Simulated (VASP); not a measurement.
A run of VASP 6.6.1:

The input POSCAR:

```
Sb
1.0
   -1.5915415492      1.5399137090      2.9328960787
    1.5394488621     -1.5911796803      2.9304382139
    1.6260695440      1.6261799179     -2.9629842670
Sb
1
Direct
    0.0000000000      0.0000000000      0.0000000000
```

Contents of INCAR.step1:

```
SYSTEM = Sb
PREC     = Accurate       ! precision mode
ENCUT    = 520            ! plane-wave cutoff, eV
EDIFF    = 1E-5           ! SCF threshold, eV
ISMEAR   = -1             ! smearing method
SIGMA    = 0.05           ! smearing width, eV
LREAL    = .FALSE.        ! projectors in reciprocal space
LASPH    = .TRUE.         ! aspherical terms in the spheres
NELM     = 100            ! most SCF steps
ALGO     = Normal         ! electronic algorithm
ISIF     = 2              ! what is computed and relaxed
LWAVE    = .TRUE.         ! write WAVECAR
LCHARG   = .FALSE.        ! write CHGCAR
GGA      = PE             ! functional
NBANDS   = 8              ! bands
```

INCAR.step2

```
SYSTEM = Sb
PREC     = Accurate       ! precision mode
ENCUT    = 520            ! plane-wave cutoff, eV
EDIFF    = 1E-7           ! SCF threshold, eV
ISMEAR   = -1             ! smearing method
SIGMA    = 0.05           ! smearing width, eV
LREAL    = .FALSE.        ! projectors in reciprocal space
LASPH    = .TRUE.         ! aspherical terms in the spheres
NELM     = 100            ! most SCF steps
ALGO     = Normal         ! electronic algorithm
ISIF     = 2              ! what is computed and relaxed
LWAVE    = .FALSE.        ! write WAVECAR
LCHARG   = .FALSE.        ! write CHGCAR
GGA      = PE             ! functional
LHFCALC  = .TRUE.         ! exact exchange
AEXX     = 1.0            ! exact-exchange fraction
ALDAC    = 0.0          
AGGAC    = 0.0          
PRECFOCK = Normal       
ISTART   = 1            
NBANDS   = 8              ! bands
```

The input KPOINTS:

```
Automatic mesh
0
G
  5 5 6
  0 0 0
```

Potentials or basis: VASP PAW PBE potentials, release 64 (Sb).

Run with:

```console
$ cat potpaw_PBE.64/Sb/POTCAR > POTCAR
$ cp INCAR.step1 INCAR
$ mpirun -np 1 vasp_std > vasp.out
$ cp INCAR.step2 INCAR
$ mpirun -np 1 vasp_std > vasp.out
```

Hardware: 1 thread of Intel(R) Xeon(R) 6975P-C (Granite Rapids), with other jobs on the host.

Task: Estimate the wall time of this run.

Result: Wall time 49 min on 1 thread of Intel(R) Xeon(R) 6975P-C (Granite Rapids) (shared host), peak memory 0.19 GiB. Counts: k points 76.
